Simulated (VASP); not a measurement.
# TiC (I4mm) in VASP: a series of runs

Runs on TiC. Level: PBE. Tasks: single point.

Program: VASP 6.6.1. These are calculated values, not measurements. Logs are shortened: lines on timing, memory, paths and dates and some standing lists are left out, and cuts for length are marked.

## 1. The cell of the first run

The structure is tetragonal, space group I4mm (No. 107). Conventional cell: a = 3.060 Å, b = 3.060 Å, c = 4.328 Å, α = 90.00°, β = 90.00°, γ = 90.00°. Ti (site symmetry 4mm) has 6 C at 1.96 to 2.36 Å within 2.6 Å. C (site symmetry 4mm) has 6 Ti at 1.96 to 2.36 Å within 2.6 Å.

## 2. Single point, PBE

Input file INCAR:

```
PREC = Accurate
ENCUT = 520
EDIFF = 1E-7
ISMEAR = 0
SIGMA = 0.15
LREAL = False
LASPH = True
NELM = 80
ALGO = Normal
ISIF = 2
LWAVE = False
LCHARG = True
GGA = PE
LELF = True
LVHAR = True
NBANDS = 15
```

Input file KPOINTS:

```
Automatic mesh
0
Gamma
  18 18 18
```

Input file POSCAR:

```
TiC
1.0
    0.0000000000      2.1640000000      2.1640000000
    2.1640000000      0.0000000000      2.1640000000
    2.1640000000      2.1640000000      0.0000000000
Ti C
1 1
Direct
    0.0462107209      0.0462107209     -0.0462107209
    0.5000000000      0.5000000000      0.5000000000
```

Potentials or basis: VASP PAW PBE potentials, release 64 (Ti_sv, C).

Run with:

```console
> cat potpaw_PBE.64/Ti_sv/POTCAR potpaw_PBE.64/C/POTCAR > POTCAR
> mpirun -np 1 vasp_std > vasp.out
```

OUTCAR:

```text
PREC = Accurate
   ENCUT = 520
   EDIFF = 1E-7
   ISMEAR = 0
   LREAL = False
   LASPH = True
   NELM = 80
   ISIF = 2
   GGA = PE

 ion  position               nearest neighbor table
   1  0.046  0.046  0.954-   2 1.96   2 2.17   2 2.17   2 2.17   2 2.17   2 2.36
   2  0.500  0.500  0.500-   1 1.96   1 2.17   1 2.17   1 2.17   1 2.17   1 2.36

  LATTYP: Found a face centered cubic cell.
 ALAT       =     4.3280000000

  Lattice vectors:

 A1 = (   0.0000000000,   2.1640000000,   2.1640000000)
 A2 = (   2.1640000000,   0.0000000000,   2.1640000000)
 A3 = (   2.1640000000,   2.1640000000,   0.0000000000)

Analysis of symmetry for initial positions (statically):
=====================================================================
 Subroutine PRICEL returns:
 Original cell was already a primitive cell.

 Routine SETGRP: Setting up the symmetry group for a
 face centered cubic supercell.

 Subroutine GETGRP returns: Found  8 space group operations
 (whereof  8 operations were pure point group operations)
 out of a pool of 48 trial point group operations.

The static configuration has the point symmetry C_4v.

Analysis of symmetry for dynamics (positions and initial velocities):
=====================================================================
 Subroutine PRICEL returns:
 Original cell was already a primitive cell.

 Routine SETGRP: Setting up the symmetry group for a
 face centered cubic supercell.

 Subroutine GETGRP returns: Found  8 space group operations
 (whereof  8 operations were pure point group operations)
 out of a pool of 48 trial point group operations.

The dynamic configuration has the point symmetry C_4v.

 Subroutine INISYM returns: Found  8 space group operations
 (whereof  8 operations are pure point group operations),
 and found     1 'primitive' translations

----------------------------------------------------------------------------------------

                                     Primitive cell

  volume of cell :      20.2676

  direct lattice vectors                    reciprocal lattice vectors
     0.000000000  2.164000000  2.164000000    -0.231053604  0.231053604  0.231053604
     2.164000000  0.000000000  2.164000000     0.231053604 -0.231053604  0.231053604
     2.164000000  2.164000000  0.000000000     0.231053604  0.231053604 -0.231053604

  length of vectors
     3.060358149  3.060358149  3.060358149     0.400196582  0.400196582  0.400196582

  position of ions in fractional coordinates (direct lattice)
     0.046210721  0.046210721  0.953789279
     0.500000000  0.500000000  0.500000000

  ion indices of the primitive-cell ions
   primitive index   ion index
                 1           1
                 2           2

----------------------------------------------------------------------------------------

 KPOINTS: Automatic mesh

Automatic generation of k-mesh.
 Grid dimensions read from file:
 generate k-points for:   18   18   18

 Generating k-lattice:

  Cartesian coordinates                     Fractional coordinates (reciprocal lattice)
    -0.012836311  0.012836311  0.012836311     0.055555556  0.000000000  0.000000000
     0.012836311 -0.012836311  0.012836311     0.000000000  0.055555556  0.000000000
     0.012836311  0.012836311 -0.012836311     0.000000000  0.000000000  0.055555556

  Length of vectors
     0.022233143  0.022233143  0.022233143

  Shift w.r.t. Gamma in fractional coordinates (k-lattice)
     0.000000000  0.000000000  0.000000000

 Subroutine IBZKPT returns following result:
 ===========================================

 Found    480 irreducible k-points:

 Following reciprocal coordinates:
            Coordinates               Weight
  0.000000  0.000000  0.000000      1.000000
  0.055556  0.000000  0.000000      8.000000
  0.111111  0.000000  0.000000      8.000000
  0.166667  0.000000  0.000000      8.000000
  0.222222  0.000000  0.000000      8.000000
  0.277778  0.000000  0.000000      8.000000
[... 16 lines left out ...]
  0.388889  0.055556  0.000000      8.000000
  0.000000  0.388889  0.055556     16.000000
 [... further k-points ...]
   k-points           NKPTS =    480   k-points in BZ     NKDIM =    480   number of bands    NBANDS=     15
   number of dos      NEDOS =    301   number of ions     NIONS =      2
   total plane-waves  NPLWV =  13824
   dimension x,y,z NGX =    24 NGY =   24 NGZ =   24
   dimension x,y,z NGXF=    48 NGYF=   48 NGZF=   48
   ions per type =               1   1
   NGX,Y,Z   is equivalent  to a cutoff of  13.04, 13.04, 13.04 a.u.
   NGXF,Y,Z  is equivalent  to a cutoff of  26.07, 26.07, 26.07 a.u.
 SYSTEM =  unknown system
   PREC   = accura    normal or accurate (medium, high low for compatibility)
   ISTART =      0    job   : 0-new  1-cont  2-samecut
   ICHARG =      2    charge: 1-file 2-atom 10-const
   ISPIN  =      1    spin polarized calculation?
   LNONCOLLINEAR =      F non collinear calculations
   LSORBIT =      F    spin-orbit coupling
   LASPH  =      T    aspherical Exc in radial PAW
   ENCUT  =  520.0 eV  38.22 Ry    6.18 a.u.   5.69  5.69  5.69*2*pi/ulx,y,z
   NELM   =     80;   NELMIN=  2; NELMDL= -5     # of ELM steps
   EDIFF  = 0.1E-06   stopping-criterion for ELM
   LREAL  =      F    real-space projection
   EDIFFG = 0.1E-05   stopping-criterion for IOM
   NSW    =      0    number of steps for IOM
   IBRION =     -1    ionic relax: 0-MD 1-quasi-New 2-CG
   NFREE  =      0    steps in history (QN), initial steepest desc. (CG)
   ISIF   =      2    stress and relaxation
   ISYM   =      2    0-nonsym 1-usesym 2-fastsym
   POTIM  = 0.5000    time-step for ionic-motion
   TEBEG  =    0.0;   TEEND  =   0.0 temperature during run
   PSTRESS=    0.0 pullay stress
   NELECT =      16.0000    total number of electrons
   NUPDOWN=      -1.0000    fix difference up-down
   EMIN   =  10.00;   EMAX   =-10.00  energy-range for DOS
   EFERMI =   0.00;   METHOD = LEGACY
   ISMEAR =     0;   SIGMA  =   0.15  broadening in eV -4-tet -1-fermi 0-gaus
   EFERMI_NEDOS =   21; number of points for ismear=-14 and -15
   IALGO  =     38    algorithm
   IMIX   =      4    mixing-type and parameters
     AMIX     =   0.40;   BMIX     =  1.00
     AMIX_MAG =   1.60;   BMIX_MAG =  1.00
  volume/ion in A,a.u.               =      10.13        68.39
  Fermi-wavevector in a.u.,A,eV,Ry     =   1.513030  2.859212 31.147275  2.289260
  Thomas-Fermi vector in A             =   2.622876
   LORBIT       =      0    0 simple, 1 ext, 2 COOP (PROOUT), +10 PAW based schemes
   GGA     = PE    functional components
   LHFCALC =     F    Hartree Fock is set to
   AEXX    =    0.0000 exact exchange contribution
   IVDW    =     0    specifies the selected vdW correction
   LEPSILON=     F    determine dielectric tensor
   LRPA    =     F    only Hartree local field effects (RPA)
 non-spin polarized calculation
 Gauss-broadening in eV      SIGMA  =   0.15
  energy-cutoff  :      520.00
  volume of cell :       20.27
 maximum number of plane-waves:       568
   NGX = 11   NGY = 11   NGZ = 11

 number of electron      16.0000001 magnetization

 Free energy of the ion-electron system (eV)
  ---------------------------------------------------
  ext. energy  EPLUGINS =         0.00000000
  ---------------------------------------------------
  free energy    TOTEN  =       -18.52273936 eV

  energy without entropy =      -18.52122479  energy(sigma->0) =      -18.52198208

 E-fermi :   9.4888     XC(G=0): -12.6889

 val. band max:        9.4475769211   @ k =   0.0000  -0.0556   0.0556
 cond. band min:       9.4960023512   @ k =   0.3889   0.3333   0.0556
 fundamental gap:      0.0484254301
 Fermi energy:         9.4888063427

 k-point     1 :       0.0000    0.0000    0.0000
  band No.  band energies     occupation
      1     -47.1299      2.00000
      2     -23.1627      2.00000
      3     -23.1627      2.00000
      4     -23.1553      2.00000
      5      -2.9302      2.00000
      6       9.3326      1.85918
      7       9.3326      1.85918
      8       9.5487      0.57233
      9      10.1406      0.00000
     10      11.1677      0.00000
     11      12.0443      0.00000
     12      12.0443      0.00000
     13      13.0586      0.00000
     14      19.7808      0.00000
     15      23.3197      0.00000

 k-point     2 :       0.0556    0.0000    0.0000
  band No.  band energies     occupation
      1     -47.1277      2.00000
      2     -23.1770      2.00000
      3     -23.1643      2.00000
      4     -23.1583      2.00000
      5      -2.8601      2.00000
      6       8.9341      2.00000
      7       9.2387      1.98162
      8       9.6721      0.08390
      9      10.1617      0.00000
     10      10.8965      0.00000
     11      11.9083      0.00000
     12      12.5079      0.00000
     13      13.3786      0.00000
     14      19.9105      0.00000
     15      23.3616      0.00000

 k-point     3 :       0.1111    0.0000    0.0000
  band No.  band energies     occupation
      1     -47.1213      2.00000
      2     -23.2220      2.00000
      3     -23.1687      2.00000
      4     -23.1631      2.00000
      5      -2.6536      2.00000
      6       8.3088      2.00000
      7       8.9209      2.00000
      8       9.4118      1.53195
      9      10.3092      0.00000
     10      10.7007      0.00000
     11      11.8367      0.00000
     12      13.3095      0.00000
     13      14.0152      0.00000
     14      20.2410      0.00000
     15      23.4295      0.00000
[... 343 lines left out ...]
 k-point    23 :       0.3889    0.0556    0.0000
  band No.  band energies     occupation
      1     -47.0662      2.00000
      2     -23.5856      2.00000
      3     -23.2149      2.00000
      4     -23.2036      2.00000
      5      -0.3653      2.00000
      6       4.7246      2.00000
      7       6.8475      2.00000
      8       6.9896      2.00000
      9      11.6756      0.00000
     10      12.1351      0.00000
     11      13.0692      0.00000
     12      16.3814      0.00000
     13      16.8134      0.00000
     14      19.5882      0.00000
     15      24.7330      0.00000

 k-point    24 :       0.0000    0.3889    0.0556
  band No.  band energies     occupation
      1     -47.0663      2.00000
      2     -23.5852      2.00000
      3     -23.2119      2.00000
      4     -23.2060      2.00000
      5      -0.3708      2.00000
      6       4.7107      2.00000
      7       6.7889      2.00000
      8       7.0969      2.00000
      9      11.6808      0.00000
     10      12.0688      0.00000
     11      12.9985      0.00000
     12      16.5064      0.00000
     13      16.9006      0.00000
     14      19.4461      0.00000
     15      24.9611      0.00000

 [... further k-points ...]

------------------------ aborting loop because EDIFF is reached ----------------------------------------

  FORCE on cell =-STRESS in cart. coord.  units (eV):
  Direction    XX          YY          ZZ          XY          YZ          ZX
  --------------------------------------------------------------------------------------
  -------------------------------------------------------------------------------------
  Total        0.2148200      0.2148200      1.8386664      0.0000000     -0.0000000      0.0000000
  in kB       16.9817957     16.9817957    145.3488999      0.0000000     -0.0000000      0.0000000
  external PRESSURE =      59.7708304 kB  Pullay stress =       0.0000000 kB

 VOLUME and BASIS-vectors are now :
 -----------------------------------------------------------------------------
  energy-cutoff  :      520.00
  volume of cell :       20.27
      direct lattice vectors                 reciprocal lattice vectors
     0.000000000  2.164000000  2.164000000    -0.231053604  0.231053604  0.231053604
     2.164000000  0.000000000  2.164000000     0.231053604 -0.231053604  0.231053604
     2.164000000  2.164000000  0.000000000     0.231053604  0.231053604 -0.231053604

 POSITION                                       TOTAL-FORCE (eV/Angst)
 -----------------------------------------------------------------------------------
      2.16400      2.16400      0.20000         0.000000      0.000000     -1.988407
      2.16400      2.16400      2.16400         0.000000      0.000000      1.988407
 -----------------------------------------------------------------------------------
    total drift:                               -0.000000     -0.000000      0.000129

  FREE ENERGIE OF THE ION-ELECTRON SYSTEM (eV)
  ---------------------------------------------------
  free  energy   TOTEN  =       -18.5227393629 eV

  energy  without entropy=      -18.5212247922  energy(sigma->0) =      -18.52198208
```

Wall time 3.1 min (1 thread of Intel Xeon 8259CL, shared host); peak memory 0.27 GiB.

What came out:

| Property | Result |
| --- | --- |
| Free energy | -18.5227 eV |
| Pressure | 6.0 GPa |
| Largest force | 1.988 eV/Å |
| Band gap on the k mesh | zero (bands 8 and 9 overlap by 1.04 eV) |

Forces in eV/Å, atoms in the order of the input:
```
Ti   0.000  0.000 -1.988
C    0.000  0.000  1.988
```

Stress tensor (GPa, compression positive):
```
 1.70  0.00  0.00
 0.00  1.70  0.00
 0.00  0.00 14.53
```

Caveat: the cell differs from its parent crystal (all Ti atoms moved -0.200 Å, as atom 1 towards its neighbour atom 2 (C) at 2.164 Å); the stress differs along the axes, from 2 to 15 GPa; forces of over 1 eV/Å act on the atoms, so gaps and moduli don't describe the material at rest.

## 3. Single point, PBE

Input file INCAR:

```
  PREC = Accurate
  ENCUT = 520
  EDIFF = 1E-6
  ISMEAR = 0
  SIGMA = 0.15
  LREAL = F
  LASPH = T
  NELM = 80
  ALGO = Normal
  ISIF = 2
  LWAVE = F
  LCHARG = F
  GGA = PE
  NBANDS = 15
```

Input file KPOINTS:

```
regular mesh
0
Gamma
  18 18 18
```

Changes to POSCAR since step 2:

```diff
@@ -8,3 +8,3 @@
 Direct
-    0.0462107209      0.0462107209     -0.0462107209
+   -0.0346580407     -0.0346580407      0.0346580407
     0.5000000000      0.5000000000      0.5000000000
```

Potentials or basis: VASP PAW PBE potentials, release 64 (Ti_sv, C).

Run with:

```console
> cat potpaw_PBE.64/Ti_sv/POTCAR potpaw_PBE.64/C/POTCAR > POTCAR
> mpirun -np 1 vasp_std > vasp.out
```

It took 2.8 min on 1 thread of Intel Xeon 8259CL, shared host; peak memory 0.26 GiB.

Results (log left out):

- Free energy: -18.6068 eV
- Pressure: 3.8 GPa
- Largest force: 1.396 eV/Å
- Band gap on the k mesh: zero (bands 8 and 9 overlap by 1.21 eV)

Forces on the atoms (eV/Å):
```
Ti   0.000  0.000  1.396
C    0.000  0.000 -1.396
```

Stress tensor (GPa, compression positive):
```
1.53 0.00 0.00
0.00 1.53 0.00
0.00 0.00 8.27
```

Levels at points of the mesh, in eV from the Fermi level:
| k point | band 4 | band 5 | band 6 | band 7 | band 8 | band 9 | band 10 | band 11 | band 12 | band 13 |
| --- | --- | --- | --- | --- | --- | --- | --- | --- | --- | --- |
| (0.00, 0.00, 0.00) | -32.66 | -12.45 | 0.09 | 0.09 | 0.41 | 0.63 | 1.66 | 2.22 | 2.22 | 3.05 |
| (0.50, 0.00, 0.00) | -32.71 | -9.00 | -5.89 | -2.95 | -2.92 | 2.82 | 2.87 | 4.05 | 7.21 | 7.96 |
| (0.50, 0.50, 0.00) | -32.84 | -10.16 | -3.41 | -1.70 | -0.10 | -0.10 | 2.66 | 3.46 | 3.46 | 5.54 |
| (0.00, 0.50, 0.50) | -32.84 | -10.15 | -3.50 | -2.17 | -0.24 | 0.47 | 2.90 | 3.45 | 3.46 | 5.75 |

Caveat: the cell differs from its parent crystal (all Ti atoms moved +0.150 Å, as atom 1 towards its neighbour atom 2 (C) at 2.164 Å); the stress differs along the axes, from 2 to 8 GPa; forces of over 1 eV/Å act on the atoms, so gaps and moduli don't describe the material at rest.

(Continued in part 2 of 2.)

The gap in the log of VASP goes by the Fermi energy; the results here count the filled bands.